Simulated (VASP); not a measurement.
A run of VASP 6.6.1:

POSCAR

```
TlCl
1.0
    3.5792527801      0.0000000000      0.0000000000
    0.0000000000      3.5792527801      0.0000000000
    0.0000000000      0.0000000000      3.5792527801
Tl Cl
1 1
Direct
    0.0000000000      0.0000000000      0.0000000000
    0.5000000000      0.5000000000      0.5000000000
```

INCAR.step1

```
ALGO = Normal ; EDIFF = 1E-5
ENCUT = 550 ; GGA = PE
GGA_COMPAT = False ; ISMEAR = 0
LASPH = True ; LCHARG = False
LREAL = False ; LWAVE = True
NBANDS = 17 ; NELM = 120
PREC = Accurate ; SIGMA = 0.01
```

File INCAR.step2:

```
ALGO = Normal ; EDIFF = 1E-6
ENCUT = 550 ; GGA_COMPAT = False
ISIF = 2 ; ISMEAR = 0
ISTART = 1 ; LASPH = True
LCHARG = True ; LELF = True
LMIXTAU = True ; LREAL = False
LVHAR = True ; LWAVE = False
METAGGA = R2SCAN ; NBANDS = 17
NELM = 120 ; PREC = Accurate
SIGMA = 0.01
```

File KPOINTS:

```
k-points
0
Gamma
  6 6 6
```

Potentials or basis: VASP PAW PBE potentials, release 64 (Tl_d, Cl).

Launch:

```bash
$ cat potpaw_PBE.64/Tl_d/POTCAR potpaw_PBE.64/Cl/POTCAR > POTCAR
$ cp INCAR.step1 INCAR
$ mpirun -np 1 vasp_std > vasp.out
$ cp INCAR.step2 INCAR
$ mpirun -np 1 vasp_std > vasp.out
```

Hardware: 1 thread of Intel Xeon 6975P-C, on a shared host.

Question: Estimate the wall time of this run.

Answer: Wall time 56 s on 1 thread of Intel Xeon 6975P-C (shared host), peak memory 0.17 GiB. Counts: k points 20.
